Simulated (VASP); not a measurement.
# Sr2CdAgC6N6: single point with PBE

Crystal: Sr2CdAgC6N6.

```xyz
16
Lattice="0.0000 5.9291 5.9291 5.9291 0.0000 5.9291 5.9291 5.9291 0.0000" Properties=species:S:1:pos:R:3 pbc="T T T"
Sr    2.9645    2.9645    2.9645
Sr    8.8936    8.8936    8.8936
Cd    0.0000    0.0000    0.0000
Ag    5.9291    5.9291    5.9291
C     2.3647    5.9291    5.9291
C     5.9291    2.3647    5.9291
C     5.9291    5.9291    2.3647
C     9.4934    5.9291    5.9291
C     5.9291    9.4934    5.9291
C     5.9291    5.9291    9.4934
N     3.5376    5.9291    5.9291
N     5.9291    3.5376    5.9291
N     5.9291    5.9291    3.5376
N     8.3205    5.9291    5.9291
N     5.9291    8.3205    5.9291
N     5.9291    5.9291    8.3205
```

```
Program                : VASP 6.6.1
Task                   : single point
Functional             : PBE
Potentials or basis    : VASP PAW PBE potentials, release 64 (Sr_sv, Cd, Ag, C, N)
Cutoff                 : 520 eV
k mesh                 : 6 × 6 × 6
Occupations            : gaussian, width 0.1 eV
Spin                   : no spin polarisation
Dipole correction      : no
Further INCAR settings : LREAL = Auto; ALGO = Normal; EDIFF = 1e-07; NBANDS = 62
```

| Item | Value |
| --- | --- |
| Pressure | 0.3 GPa |
| Largest force | 0.403 eV/Å |
| Band gap on the k mesh | zero (an odd number of electrons rules out a gap without spin polarisation) |

Forces in eV/Å, atoms in the order of the input:
```
Sr   0.000  0.000  0.000
Sr   0.000  0.000  0.000
Cd   0.000  0.000  0.000
Ag   0.000  0.000  0.000
C   -0.379  0.000  0.000
C    0.000 -0.379  0.000
C    0.000  0.000 -0.379
C    0.379  0.000  0.000
C    0.000  0.379  0.000
C    0.000  0.000  0.379
N    0.403  0.000  0.000
N    0.000  0.403  0.000
N    0.000  0.000  0.403
N   -0.403  0.000  0.000
N    0.000 -0.403  0.000
N    0.000  0.000 -0.403
```

Levels at points of the mesh, in eV from the Fermi level:
```tsv
k point	band 46	band 47	band 48	band 49	band 50	band 51	band 52	band 53
(0.00, 0.00, 0.00)	-2.26	-0.62	-0.59	-0.59	0.41	0.83	0.83	1.10
(0.50, 0.00, 0.00)	-2.22	-0.75	-0.75	0.09	0.14	1.11	1.11	1.13
(0.50, 0.50, 0.00)	-2.19	-0.81	-0.56	0.08	0.42	0.94	1.17	1.22
```

Wall time 11 min on 1 thread of Intel(R) Xeon(R) 6975P-C (Granite Rapids), with other jobs on the host, peak memory 0.73 GiB.
